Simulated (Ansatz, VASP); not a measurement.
## Ir in VASP and in Ansatz

```
Ir
1.0
    -1.57886    1.57886    1.57886
     1.57886   -1.57886    1.57886
     1.57886    1.57886   -1.57886
Ir
1
Direct
  0.00000 0.00000 0.00000
```

Alike in both runs: task relaxation of cell and atoms; functional PBEsol; k mesh 8 × 8 × 8; occupations gaussian, width 0.1 eV; no spin polarisation.

```csv
,VASP,Ansatz
version,VASP 6.6.1,Ansatz 0.2.0
potentials or method,"VASP PAW PBE potentials, release 64 (Ir), cutoff 500 eV","scalar-relativistic, plane waves, PAW"
valence electrons in the cell,9,17
```

```tsv
	VASP	Ansatz	Ansatz less VASP
gap on the k mesh at the Fermi level, each at its own relaxed structure (eV)	none	none	-
relaxed volume (Å³/atom)	14.60	14.56	-0.039
relaxed cell length with the largest relative difference (Å)	2.667	2.664	-0.0024
```

VASP's potentials were made for PBE, not for PBEsol. A gap of «none» marks a metal or a gap that the smearing closes. VASP's potentials hold 9 valence electrons a cell and Ansatz's 17, so a difference there can come from the potentials and not from the codes.

Spin-orbit coupling is off throughout.
